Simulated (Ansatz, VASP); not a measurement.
Two plane-wave programs on K2Br3

```xyz
5
Lattice="5.5938 0.0000 0.0000 -2.7969 4.8443 0.0000 0.0000 0.0000 6.6943" Properties=species:S:1:pos:R:3 pbc="T T T"
K     0.0000    3.2296    1.4036
K     2.7969    1.6148    5.2907
Br    0.0000    0.0000    0.0000
Br    0.0000    3.2296    4.6898
Br    2.7969    1.6148    2.0045
```

Alike in both runs: functional r2SCAN; k mesh 6 × 6 × 2; occupations gaussian, width 0.1 eV; no spin polarisation.

Ansatz relaxed the structure, and its values are those at the end. VASP's run is a single point on that final structure, the one shown.

|  | VASP | Ansatz |
| --- | --- | --- |
| version | VASP 6.6.1 | Ansatz 0.2.0 |
| potentials or method | VASP PAW PBE potentials, release 64 (K_sv, Br), cutoff 550 eV | scalar-relativistic, plane waves, PAW |
| valence electrons in the cell | 39 | 39 |

```csv
,VASP,Ansatz,Ansatz less VASP
gap on the k mesh at the Fermi level (eV),none,none,-
pressure (GPa),0.0,0.0,+0.01
```

VASP's potentials were made for PBE, not for r2SCAN. A gap of «none» marks a metal or a gap that the smearing closes.

The k mesh is coarse, so the values compare programs but aren't converged.
